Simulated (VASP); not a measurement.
# Fe (P6_3/mmc) in VASP: further runs, part 2 of 2

VASP 6.6.1. Earlier steps stand in the parts before.

### Step 3. Single point, RPBE, collinear spin, ferromagnetic start

This run uses another cell than the first one, of 9.86 Å³/atom.

Contents of INCAR:

```
SYSTEM = Fe
PREC = Accurate
ENCUT = 690
EDIFF = 1E-6
ISMEAR = -1
SIGMA = 0.05
LREAL = .False.
LASPH = .True.
NELM = 200
ALGO = Normal
ISIF = 2
LWAVE = .False.
LCHARG = .False.
ISPIN = 2
MAGMOM = 3 3
LORBIT = 11
LMAXMIX = 4
GGA = RP
NBANDS = 27
GGA_COMPAT = .False.
```

Contents of KPOINTS:

```
Automatic mesh
0
Gamma
  12 12 7
  0 0 0
```

Contents of POSCAR:

```
Fe
1.0
    2.4341575853      0.0000000000      0.0000000000
   -1.2170787927      2.1080423057      0.0000000000
    0.0000000000      0.0000000000      3.8419344700
Fe
2
Direct
    0.6666666667      0.3333333333      0.7500000000
    0.3333333333      0.6666666667      0.2500000000
```

Potentials or basis: VASP PAW PBE potentials, release 64 (Fe_sv).

The run is started by

```bash
$ cat potpaw_PBE.64/Fe_sv/POTCAR > POTCAR
$ mpirun -np 1 vasp_std > vasp.out
```

OUTCAR:

```text
SYSTEM = Fe
   PREC = Accurate
   ENCUT = 690
   EDIFF = 1E-6
   ISMEAR = -1
   LREAL = .False.
   LASPH = .True.
   NELM = 200
   ISIF = 2
   ISPIN = 2
   LORBIT = 11
   GGA = RP

 ion  position               nearest neighbor table
   1  0.667  0.333  0.750-   2 2.38   2 2.38   2 2.38   2 2.38   2 2.38   2 2.38
   2  0.333  0.667  0.250-   1 2.38   1 2.38   1 2.38   1 2.38   1 2.38   1 2.38

  LATTYP: Found a hexagonal cell.
 ALAT       =     2.4341575853
 C/A-ratio  =     1.5783425417

  Lattice vectors:

 A1 = (   2.4341575853,   0.0000000000,   0.0000000000)
 A2 = (  -1.2170787927,   2.1080423057,   0.0000000000)
 A3 = (   0.0000000000,   0.0000000000,   3.8419344700)

Analysis of symmetry for initial positions (statically):
=====================================================================
 Subroutine PRICEL returns:
 Original cell was already a primitive cell.

 Routine SETGRP: Setting up the symmetry group for a
 hexagonal supercell.

 Subroutine GETGRP returns: Found 24 space group operations
 (whereof 12 operations were pure point group operations)
 out of a pool of 24 trial point group operations.

The static configuration has the point symmetry D_3d.
 The point group associated with its full space group is D_6h.

Analysis of symmetry for dynamics (positions and initial velocities):
=====================================================================
 Subroutine PRICEL returns:
 Original cell was already a primitive cell.

 Routine SETGRP: Setting up the symmetry group for a
 hexagonal supercell.

 Subroutine GETGRP returns: Found 24 space group operations
 (whereof 12 operations were pure point group operations)
 out of a pool of 24 trial point group operations.

The dynamic configuration has the point symmetry D_3d.
 The point group associated with its full space group is D_6h.

[... 153 lines left out ...]
 number of electron      31.9999990 magnetization      -0.0015369

 Free energy of the ion-electron system (eV)
  ---------------------------------------------------
  ext. energy  EPLUGINS =         0.00000000
  ---------------------------------------------------
  free energy    TOTEN  =       -15.38229953 eV

  energy without entropy =      -15.36263447  energy(sigma->0) =      -15.37246700

 E-fermi :  14.6856     XC(G=0): -14.5255

 val. band max:       14.6688121570   @ k =   0.3333   0.3333   0.2857
 cond. band min:      14.6876723335   @ k =   0.4167   0.0833   0.4286
 fundamental gap:      0.0188601766
 Fermi energy:        14.6855765013

 spin component 1

 k-point     1 :       0.0000    0.0000    0.0000
  band No.  band energies     occupation
      1     -72.7969      1.00000
      2     -72.6426      1.00000
      3     -39.0929      1.00000
      4     -38.4869      1.00000
      5     -38.4869      1.00000
      6     -38.3784      1.00000
[... 709 lines left out ...]
     26      38.4316      0.00000
     27      40.4901      0.00000

 [... further k-points ...]

 spin component 2

 k-point     1 :       0.0000    0.0000    0.0000
  band No.  band energies     occupation
      1     -72.7978      1.00000
      2     -72.6435      1.00000
      3     -39.0937      1.00000
      4     -38.4878      1.00000
      5     -38.4878      1.00000
      6     -38.3793      1.00000
[... 709 lines left out ...]
     26      38.4314      0.00000
     27      40.4898      0.00000

 [... further k-points ...]

------------------------ aborting loop because EDIFF is reached ----------------------------------------

  FORCE on cell =-STRESS in cart. coord.  units (eV):
  Direction    XX          YY          ZZ          XY          YZ          ZX
  --------------------------------------------------------------------------------------
  -------------------------------------------------------------------------------------
  Total        1.7429382      1.7429382      2.0362218     -0.0000000     -0.0000000      0.0000000
  in kB      141.6493535    141.6493535    165.4846475     -0.0000000     -0.0000000      0.0000000
  external PRESSURE =     149.5944515 kB  Pullay stress =       0.0000000 kB

 VOLUME and BASIS-vectors are now :
 -----------------------------------------------------------------------------
  energy-cutoff  :      690.00
  volume of cell :       19.71
      direct lattice vectors                 reciprocal lattice vectors
     2.434157585  0.000000000  0.000000000     0.410819746  0.237186891  0.000000000
    -1.217078793  2.108042306  0.000000000     0.000000000  0.474373781  0.000000000
     0.000000000  0.000000000  3.841934470     0.000000000  0.000000000  0.260285543

 POSITION                                       TOTAL-FORCE (eV/Angst)
 -----------------------------------------------------------------------------------
      1.21708      0.70268      2.88145        -0.000000     -0.000000      0.000000
     -0.00000      1.40536      0.96048         0.000000      0.000000      0.000000
 -----------------------------------------------------------------------------------
    total drift:                               -0.000000      0.000000     -0.000000

  FREE ENERGIE OF THE ION-ELECTRON SYSTEM (eV)
  ---------------------------------------------------
  free  energy   TOTEN  =       -15.3822995326 eV

  energy  without entropy=      -15.3626344710  energy(sigma->0) =      -15.37246700

 total charge

# of ion       s       p       d       tot
------------------------------------------
    1        2.212   6.066   5.554  13.832
    2        2.212   6.066   5.554  13.832
--------------------------------------------------
tot          4.423  12.132  11.109  27.664

 magnetization (x)

# of ion       s       p       d       tot
------------------------------------------
    1        0.000  -0.000  -0.000  -0.000
    2        0.000  -0.000  -0.000  -0.000
--------------------------------------------------
tot          0.000  -0.000  -0.001  -0.001
```

OSZICAR:

```text
N       E                     dE             d eps       ncg     rms          rms(c)
DAV:   1     0.742201988982E+03    0.74220E+03   -0.22867E+04  8312   0.247E+03
DAV:   2     0.349540575032E+02   -0.70725E+03   -0.67967E+03  8223   0.742E+02
DAV:   3    -0.147251112359E+02   -0.49679E+02   -0.48692E+02  8917   0.251E+02
DAV:   4    -0.162124652143E+02   -0.14874E+01   -0.14864E+01  9600   0.517E+01
DAV:   5    -0.162797099406E+02   -0.67245E-01   -0.67242E-01  9683   0.112E+01    0.234E+01
DAV:   6    -0.150959756632E+02    0.11837E+01   -0.89403E+00  8757   0.626E+01    0.880E+00
DAV:   7    -0.152265413916E+02   -0.13057E+00   -0.10693E+00  9280   0.215E+01    0.675E+00
DAV:   8    -0.153075141059E+02   -0.80973E-01   -0.42330E-02 11576   0.314E+00    0.317E+00
DAV:   9    -0.153661375636E+02   -0.58623E-01   -0.26990E-02 11212   0.238E+00    0.180E+00
DAV:  10    -0.153814175137E+02   -0.15280E-01   -0.21313E-02 10953   0.234E+00    0.383E-01
DAV:  11    -0.153822699603E+02   -0.85245E-03   -0.26523E-03  9318   0.753E-01    0.144E-01
DAV:  12    -0.153822744655E+02   -0.45053E-05   -0.10693E-04  9860   0.164E-01    0.755E-02
DAV:  13    -0.153822955783E+02   -0.21113E-04   -0.21865E-05  9848   0.916E-02    0.286E-02
DAV:  14    -0.153822990610E+02   -0.34827E-05   -0.26526E-06  7441   0.241E-02    0.129E-02
DAV:  15    -0.153822995326E+02   -0.47164E-06   -0.61722E-07  4848   0.138E-02
   1 F= -.15382300E+02 E0= -.15372467E+02  d E =-.196651E-01  mag=     0.0003
```

stdout:

```text
POSCAR found type information on POSCAR Fe
 POSCAR found :  1 types and       2 ions
 scaLAPACK will be used
 -----------------------------------------------------------------------------
|                                                                             |
|                                                                             |
|     You enforced a specific xc type in the INCAR file but a different       |
|     I HOPE YOU KNOW WHAT YOU ARE DOING!                                     |
|                                                                             |
 -----------------------------------------------------------------------------

 LDA part: xc-table for (Slater+PW92), standard interpolation
 POSCAR, INCAR and KPOINTS ok, starting setup
 FFT: planning ... GRIDC
 FFT: planning ... GRID_SOFT
 FFT: planning ... GRID
 WAVECAR not read
 entering main loop
```

Wall time 2 min (1 thread of Intel Xeon Platinum 8259CL at 2.50GHz (Skylake/Cascade Lake), shared host); peak memory 0.22 GiB.

What came out:

```yaml
Free_energy: -15.3823 eV
Pressure: 15.0 GPa
Band_gap_on_the_k_mesh: zero (filled and empty bands overlap)
Net_moment: 0.00 μB per cell
Valence_electrons_inside_the_program's_atomic_spheres: Fe 13.83
```

Stress tensor (GPa, compression positive):
```
14.16  0.00  0.00
 0.00 14.16  0.00
 0.00  0.00 16.55
```

Levels at points of the mesh, in eV from the Fermi level:
Spin up:
```csv
k point,band 12,band 13,band 14,band 15,band 16,band 17,band 18,band 19,band 20,band 21
"(0.00, 0.00, 0.00)",-1.76,-1.61,-1.26,-1.26,-0.91,-0.91,0.41,0.74,0.74,9.10
"(0.50, 0.00, 0.00)",-2.23,-2.09,-1.63,-1.13,0.85,1.09,1.13,2.75,4.96,11.48
```
Spin down:
| k point | band 12 | band 13 | band 14 | band 15 | band 16 | band 17 | band 18 | band 19 | band 20 | band 21 |
| --- | --- | --- | --- | --- | --- | --- | --- | --- | --- | --- |
| (0.00, 0.00, 0.00) | -1.76 | -1.61 | -1.26 | -1.26 | -0.91 | -0.91 | 0.41 | 0.74 | 0.74 | 9.10 |
| (0.50, 0.00, 0.00) | -2.23 | -2.09 | -1.63 | -1.13 | 0.84 | 1.09 | 1.13 | 2.75 | 4.96 | 11.48 |

Caveat: the cell stands under pressure; the moments typed at the start vanished in this run; the PAW data sets were made with another functional, which shifts forces and pressure a little.

The gap in the log of VASP goes by the Fermi energy; the results here count the filled bands.